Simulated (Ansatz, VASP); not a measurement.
## RbBr in VASP and in Ansatz

INCAR

```
ALGO     = Normal         # electronic algorithm
EDIFF    = 1E-6           # SCF threshold, eV
ENCUT    = 520            # plane-wave cutoff, eV
GGA      = PS             # functional
ISIF     = 2              # what is computed and relaxed
ISMEAR   = -1             # smearing method
LASPH    = T              # aspherical terms in the spheres
LCHARG   = T              # write CHGCAR
LELF     = T              # ELF
LREAL    = F              # projectors in reciprocal space
LVHAR    = T            
LWAVE    = F              # write WAVECAR
NBANDS   = 15             # bands
NELM     = 100            # most SCF steps
PREC     = Accurate       # precision mode
SIGMA    = 0.03           # smearing width, eV
```

KPOINTS

```
k-points
0
Gamma
  7 7 7
```

File POSCAR:

```
RbBr
1.0
    0.0000000000      3.3575313876      3.3575313876
    3.3575313876      0.0000000000      3.3575313876
    3.3575313876      3.3575313876      0.0000000000
Rb Br
1 1
Direct
    0.0000000000      0.0000000000      0.0000000000
    0.5000000000      0.5000000000      0.5000000000
```

Input for Ansatz:

```yaml
crystal:
  lattice:
    - [0.0, 3.3575313876, 3.3575313876]
    - [3.3575313876, 0.0, 3.3575313876]
    - [3.3575313876, 3.3575313876, 0.0]
  atoms:
    - { symbol: Rb, position: [0.0, 0.0, 0.0] }
    - { symbol: Br, position: [0.5, 0.5, 0.5] }
kpoints:
  mp_grid: { grid: [7, 7, 7] }
  band_path:
    path:
      - [0.0, 0.0, 0.0]
      - [0.5, 0.0, 0.5]
      - [0.625, 0.25, 0.625]
      - [0.375, 0.375, 0.75]
      - [0.0, 0.0, 0.0]
      - [0.5, 0.5, 0.5]
      - [0.5, 0.25, 0.75]
      - [0.5, 0.0, 0.5]
    npoints: 5
scf:
  occupations: { method: fermi_dirac, width: 0.03 }
hamiltonian:
  xc: pbesol
  pseudopotentials: { kind: all_electron, lapw: { basis_error: 0.001 } }
output:
  forces: true
  stress: true
  eigenvalues: true
```

Change from the starting cell: volume scaled by 0.94.

Alike in both runs: task single point; functional PBEsol; k mesh 7 × 7 × 7; occupations fermi-dirac, width 0.03 eV; no spin polarisation.

|  | VASP | Ansatz |
| --- | --- | --- |
| version | VASP 6.6.1 | Ansatz 0.2.0 |
| potentials or method | VASP PAW PBE potentials, release 64 (Rb_sv, Br), cutoff 520 eV | all-electron LAPW, scalar-relativistic |

VASP gave:

- gap on the k mesh at the Fermi level (eV): 4.36
- pressure (GPa): 1.0

Q: Which values does Ansatz return?

A: gap on the k mesh at the Fermi level (eV): 4.36; pressure (GPa): 0.9.

VASP's potentials were made for PBE, not for PBEsol. Ansatz ran all-electron here, and VASP with PAW potentials.
